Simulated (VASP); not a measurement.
# Ir (Fm-3m) in VASP: elastic constants with LDA

Aim: the elastic constants of Ir with LDA.

Everything below comes from runs of VASP 6.6.1. Logs are shortened: lines on timing, memory, paths and dates and some standing lists are left out, and cuts for length are marked.

## 1. The cell of the first run

Symmetry: Fm-3m, No. 225, cubic system. Conventional cell: a = 3.813 Å, b = 3.813 Å, c = 3.813 Å, α = 90.00°, β = 90.00°, γ = 90.00°. Ir (site symmetry m-3m) has 12 Ir at 2.70 Å within 3.6 Å.

## 2. Elastic constants, LDA

The input, INCAR:

```
ALGO     = Fast           # electronic algorithm
EDIFF    = 1E-8           # SCF threshold, eV
ENCUT    = 600            # plane-wave cutoff, eV
IBRION   = 6              # ionic algorithm
ISIF     = 3              # what is computed and relaxed
ISMEAR   = -1             # smearing method
LASPH    = True           # aspherical terms in the spheres
LCHARG   = True           # write CHGCAR
LREAL    = False          # projectors in reciprocal space
LWAVE    = False          # write WAVECAR
NBANDS   = 10             # bands
NELM     = 60             # most SCF steps
NFREE    = 2            
NSW      = 1              # ionic steps
POTIM    = 0.015          # step
PREC     = Accurate       # precision mode
SIGMA    = 0.15           # smearing width, eV
```

The input, KPOINTS:

```
k-points
0
Gamma
  18 18 18
```

The input, POSCAR:

```
Ir
1.0
    0.0000000000      1.9064313894      1.9064313894
    1.9064313894      0.0000000000      1.9064313894
    1.9064313894      1.9064313894      0.0000000000
Ir
1
Direct
    0.0000000000      0.0000000000      0.0000000000
```

Potentials or basis: VASP PAW LDA potentials, release 64 (Ir).

Command:

```console
$ cat potpaw_LDA.64/Ir/POTCAR > POTCAR
$ mpirun -np 1 vasp_std > vasp.out
```

OUTCAR:

```text
EDIFF = 1E-8
   ENCUT = 600
   IBRION = 6
   ISIF = 3
   ISMEAR = -1
   LASPH = True
   LREAL = False
   NELM = 60
   NFREE = 2
   NSW = 1
   POTIM = 0.015
   PREC = Accurate

 ion  position               nearest neighbor table
   1  0.000  0.000  0.000-

  LATTYP: Found a face centered cubic cell.
 ALAT       =     3.8128627788

  Lattice vectors:

 A1 = (   0.0000000000,   1.9064313894,   1.9064313894)
 A2 = (   1.9064313894,   0.0000000000,   1.9064313894)
 A3 = (   1.9064313894,   1.9064313894,   0.0000000000)

Analysis of symmetry for initial positions (statically):
=====================================================================
 Subroutine PRICEL returns:
 Original cell was already a primitive cell.

 Routine SETGRP: Setting up the symmetry group for a
 face centered cubic supercell.

 Subroutine GETGRP returns: Found 48 space group operations
 (whereof 48 operations were pure point group operations)
 out of a pool of 48 trial point group operations.

The static configuration has the point symmetry O_h .

Analysis of symmetry for dynamics (positions and initial velocities):
=====================================================================
 Subroutine PRICEL returns:
 Original cell was already a primitive cell.

 Routine SETGRP: Setting up the symmetry group for a
 face centered cubic supercell.

 Subroutine GETGRP returns: Found 48 space group operations
 (whereof 48 operations were pure point group operations)
 out of a pool of 48 trial point group operations.

The dynamic configuration has the point symmetry O_h .

 Subroutine INISYM returns: Found 48 space group operations
 (whereof 48 operations are pure point group operations),
 and found     1 'primitive' translations

----------------------------------------------------------------------------------------

                                     Primitive cell

  volume of cell :      13.8578

  direct lattice vectors                    reciprocal lattice vectors
     0.000000000  1.906431389  1.906431389    -0.262270126  0.262270126  0.262270126
     1.906431389  0.000000000  1.906431389     0.262270126 -0.262270126  0.262270126
     1.906431389  1.906431389  0.000000000     0.262270126  0.262270126 -0.262270126

  length of vectors
     2.696101127  2.696101127  2.696101127     0.454265183  0.454265183  0.454265183

  position of ions in fractional coordinates (direct lattice)
     0.000000000  0.000000000  0.000000000

  ion indices of the primitive-cell ions
   primitive index   ion index
                 1           1

----------------------------------------------------------------------------------------

 KPOINTS: k-points

Automatic generation of k-mesh.
 Grid dimensions read from file:
 generate k-points for:   18   18   18

 Generating k-lattice:

  Cartesian coordinates                     Fractional coordinates (reciprocal lattice)
    -0.014570563  0.014570563  0.014570563     0.055555556  0.000000000  0.000000000
     0.014570563 -0.014570563  0.014570563     0.000000000  0.055555556  0.000000000
     0.014570563  0.014570563 -0.014570563     0.000000000  0.000000000  0.055555556

  Length of vectors
     0.025236955  0.025236955  0.025236955

  Shift w.r.t. Gamma in fractional coordinates (k-lattice)
     0.000000000  0.000000000  0.000000000

 Subroutine IBZKPT returns following result:
 ===========================================

 Found    195 irreducible k-points:

 Following reciprocal coordinates:
            Coordinates               Weight
  0.000000  0.000000  0.000000      1.000000
  0.055556  0.000000  0.000000      8.000000
  0.111111  0.000000  0.000000      8.000000
  0.166667  0.000000  0.000000      8.000000
  0.222222  0.000000  0.000000      8.000000
  0.277778  0.000000  0.000000      8.000000
[... 16 lines left out ...]
 -0.277778  0.055556  0.000000     24.000000
 -0.222222  0.055556  0.000000     24.000000
[... 29 lines left out ...]
   PSTRESS=    0.0 pullay stress
   NELECT =       9.0000    total number of electrons
   NUPDOWN=      -1.0000    fix difference up-down
   EMIN   =  10.00;   EMAX   =-10.00  energy-range for DOS
   EFERMI =   0.00;   METHOD = LEGACY
   ISMEAR =    -1;   SIGMA  =   0.15  broadening in eV -4-tet -1-fermi 0-gaus
   EFERMI_NEDOS =   21; number of points for ismear=-14 and -15
   IALGO  =     68    algorithm
   IMIX   =      4    mixing-type and parameters
     AMIX     =   0.40;   BMIX     =  1.00
     AMIX_MAG =   1.60;   BMIX_MAG =  1.00
  volume/ion in A,a.u.               =      13.86        93.52
  Fermi-wavevector in a.u.,A,eV,Ry     =   1.417722  2.679107 27.346845  2.009936
  Thomas-Fermi vector in A             =   2.538923
   LORBIT       =      0    0 simple, 1 ext, 2 COOP (PROOUT), +10 PAW based schemes
   GGA     = CA    functional components
   LHFCALC =     F    Hartree Fock is set to
   AEXX    =    0.0000 exact exchange contribution
   IVDW    =     0    specifies the selected vdW correction
   LEPSILON=     F    determine dielectric tensor
   LRPA    =     F    only Hartree local field effects (RPA)
 finite differences with symmetry
 non-spin polarized calculation
 RMM-DIIS sequential band-by-band and
  energy-cutoff  :      600.00
  volume of cell :       13.86
 maximum number of plane-waves:       483
 NGX is ok and might be reduce to    24
   NGX = 11   NGY = 11   NGZ = 11

--------------------------------------- Ionic step        1  -------------------------------------------

 number of electron       9.0000000 magnetization

 Free energy of the ion-electron system (eV)
  ---------------------------------------------------
  ext. energy  EPLUGINS =         0.00000000
  ---------------------------------------------------
  free energy    TOTEN  =       -10.35985461 eV

  energy without entropy =      -10.29407877  energy(sigma->0) =      -10.32696669

------------------------ aborting loop because EDIFF is reached ----------------------------------------

  FORCE on cell =-STRESS in cart. coord.  units (eV):
  Direction    XX          YY          ZZ          XY          YZ          ZX
  --------------------------------------------------------------------------------------
  -------------------------------------------------------------------------------------
  Total        0.2333154      0.2333154      0.2333154      0.0000000      0.0000000      0.0000000
  in kB       26.9749429     26.9749429     26.9749429      0.0000000      0.0000000      0.0000000
  external PRESSURE =      26.9749429 kB  Pullay stress =       0.0000000 kB
[... 86 lines left out ...]
  FREE ENERGIE OF THE ION-ELECTRON SYSTEM (eV)
  ---------------------------------------------------
  free  energy   TOTEN  =       -10.3495407451 eV

  energy  without entropy=      -10.2854434671  energy(sigma->0) =      -10.31749211

[... ionic steps 4 to 12 ...]

--------------------------------------- Ionic step       13  -------------------------------------------

 number of electron       9.0000000 magnetization

------------------------ aborting loop because EDIFF is reached ----------------------------------------
[... 65 lines left out ...]
--------------------------------------- Ionic step       15  -------------------------------------------

 number of electron       9.0000000 magnetization

 Free energy of the ion-electron system (eV)
  ---------------------------------------------------
  ext. energy  EPLUGINS =         0.00000000
  ---------------------------------------------------
  free energy    TOTEN  =       -10.35985461 eV

  energy without entropy =      -10.29407921  energy(sigma->0) =      -10.32696691

 E-fermi :  10.6654     XC(G=0): -14.2589

 val. band max:       10.6620213425   @ k =  -0.3333   0.2778   0.0556
 cond. band min:      10.6802584388   @ k =  -0.3333   0.3333   0.0000
 fundamental gap:      0.0182370963
 Fermi energy:        10.6653940339

 k-point     1 :       0.0000    0.0000    0.0000
  band No.  band energies     occupation
      1      -0.6511      2.00000
      2       6.6384      2.00000
      3       6.6384      2.00000
      4       6.6384      2.00000
      5       9.4547      1.99938
      6       9.4547      1.99938
      7      24.9787      0.00000
      8      30.6405      0.00000
      9      30.6405      0.00000
     10      30.6405      0.00000
[... 287 lines left out ...]
 k-point    24 :      -0.2222    0.0556    0.0000
  band No.  band energies     occupation
      1       1.5979      2.00000
      2       5.9694      2.00000
      3       7.1180      2.00000
      4       7.2103      2.00000
      5       9.1413      1.99992
      6      10.0372      1.97010
      7      24.9445      0.00000
      8      27.7895      0.00000
      9      32.9612      0.00000
     10      34.1936      0.00000

 [... further k-points ...]
[... 5 lines left out ...]
  --------------------------------------------------------------------------------------
  -------------------------------------------------------------------------------------
  Total        0.2326868      0.2326868      0.2326868      0.0000000      0.0000000      0.0000000
  in kB       26.9022641     26.9022641     26.9022641      0.0000000      0.0000000      0.0000000
  external PRESSURE =      26.9022641 kB  Pullay stress =       0.0000000 kB
[... 16 lines left out ...]
  FREE ENERGIE OF THE ION-ELECTRON SYSTEM (eV)
  ---------------------------------------------------
  free  energy   TOTEN  =       -10.3598546114 eV

  energy  without entropy=      -10.2940792058  energy(sigma->0) =      -10.32696691

 INTERNAL STRAIN TENSORS FROM STRAINED CELLS
 ============================================

 INTERNAL STRAIN TENSOR FOR ION    1 for displacements in x,y,z  (eV/Angst):
          X           Y           Z          XY          YZ          ZX
  --------------------------------------------------------------------------------
  x    -0.00000     0.00000     0.00000     0.00000    -0.00000     0.00000
  y     0.00000     0.00000     0.00000     0.00000    -0.00000    -0.00000
  z     0.00000    -0.00000     0.00000     0.00000    -0.00000    -0.00000

 INTERNAL STRAIN TENSORS FROM DISPLACED ATOMS
 ============================================

 INTERNAL STRAIN TENSOR FOR ION    1 for displacements in x,y,z  (eV/Angst):
          X           Y           Z          XY          YZ          ZX
  --------------------------------------------------------------------------------
  x     0.00000     0.00000     0.00000     0.00000     0.00000     0.00000
  y     0.00000     0.00000     0.00000     0.00000     0.00000     0.00000
  z     0.00000     0.00000     0.00000     0.00000     0.00000     0.00000

 Eigenvectors and eigenvalues of the dynamical matrix
 ----------------------------------------------------

   1 f/i=    0.000000 THz     0.000000 2PiTHz    0.000000 cm-1     0.000000 meV
             X         Y         Z           dx          dy          dz
      0.000000  0.000000  0.000000     1.000000    0.000000    0.000000

   2 f/i=    0.000000 THz     0.000000 2PiTHz    0.000000 cm-1     0.000000 meV
             X         Y         Z           dx          dy          dz
      0.000000  0.000000  0.000000     0.000000    1.000000    0.000000

   3 f/i=    0.000000 THz     0.000000 2PiTHz    0.000000 cm-1     0.000000 meV
             X         Y         Z           dx          dy          dz
      0.000000  0.000000  0.000000     0.000000    0.000000    1.000000

--------------------------------------------------------------------------------------------------------

 ELASTIC MODULI CONTR FROM IONIC RELAXATION (kBar)
 Direction    XX          YY          ZZ          XY          YZ          ZX
 --------------------------------------------------------------------------------
 XX           0.0000      0.0000      0.0000      0.0000      0.0000      0.0000
 YY           0.0000      0.0000      0.0000      0.0000      0.0000      0.0000
 ZZ           0.0000      0.0000      0.0000      0.0000      0.0000      0.0000
 XY           0.0000      0.0000      0.0000      0.0000      0.0000      0.0000
 YZ           0.0000      0.0000      0.0000      0.0000      0.0000      0.0000
 ZX           0.0000      0.0000      0.0000      0.0000      0.0000      0.0000
 --------------------------------------------------------------------------------

 TOTAL ELASTIC MODULI (kBar)
 Direction    XX          YY          ZZ          XY          YZ          ZX
 --------------------------------------------------------------------------------
 XX        6754.0226   2794.2154   2794.2154     -0.0000     -0.0000      0.0000
 YY        2794.2154   6754.0226   2794.2154     -0.0000      0.0000      0.0000
 ZZ        2794.2154   2794.2154   6754.0226      0.0000      0.0000      0.0000
 XY          -0.0000     -0.0000      0.0000   2913.3825      0.0000     -0.0000
 YZ          -0.0000      0.0000      0.0000      0.0000   2913.3825      0.0000
 ZX           0.0000      0.0000      0.0000     -0.0000      0.0000   2913.3825
 --------------------------------------------------------------------------------
```

Run time: 21 min. Hardware: 1 thread of Intel Xeon Platinum 8488C (Sapphire Rapids), shared host; peak memory 0.59 GiB.

Results:

```
Elastic constants C11, C12, C44 : 675, 279, 291 GPa
Voigt bulk modulus              : 411 GPa
```

Elastic tensor in Voigt notation (GPa, in the Cartesian axes of the cell as first typed):
```
675 279 279   0   0   0
279 675 279   0   0   0
279 279 675   0   0   0
  0   0   0 291   0   0
  0   0   0   0 291   0
  0   0   0   0   0 291
```

Clamped-ion elastic tensor (GPa):
```
675 279 279   0   0   0
279 675 279   0   0   0
279 279 675   0   0   0
  0   0   0 291   0   0
  0   0   0   0 291   0
  0   0   0   0   0 291
```

Caveat: the cell is under stress, which shifts elastic constants; spin-orbit coupling is left out, which moves the levels of the heavy elements.
